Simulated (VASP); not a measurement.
Crystal: Cl.

```
Cl
1.0
     0.00000    2.38333    2.38333
     2.38333    0.00000    2.38333
     2.38333    2.38333    0.00000
Cl
2
Direct
  0.87500 0.87500 0.87500
  0.12500 0.12500 0.12500
```

This cell differs from its parent crystal: volume scaled by 0.43.

Base run:

```yaml
Program: VASP 6.6.1
Functional: PBEsol
Potentials_or_basis: VASP PAW PBE potentials, release 64 (Cl)
Cutoff: 520 eV
k_mesh: 12 × 12 × 12
Occupations: fermi-dirac, width 0.1 eV
Spin: no spin polarisation
```

Its results: band gap on the k mesh zero (band 7 reaches 12.43 eV, above the bottom of band 8 at 6.48 eV); pressure 95.0 GPa.

Q: The run is repeated on the same cell with these changes: further incar settings from ALGO = Normal; EDIFF = 1e-07; NBANDS = 14 to ALGO = Normal; EDIFF = 1e-06; NBANDS = 14; dispersion from none to D4. What comes out?

A: Band gap on the k mesh zero (band 7 reaches 12.43 eV, above the bottom of band 8 at 6.48 eV); pressure 92.9 GPa.

Caveats: the PAW data sets were made with another functional, which shifts forces and pressure a little; pairwise dispersion overbinds metals, which lowers pressure and volume (some runs).
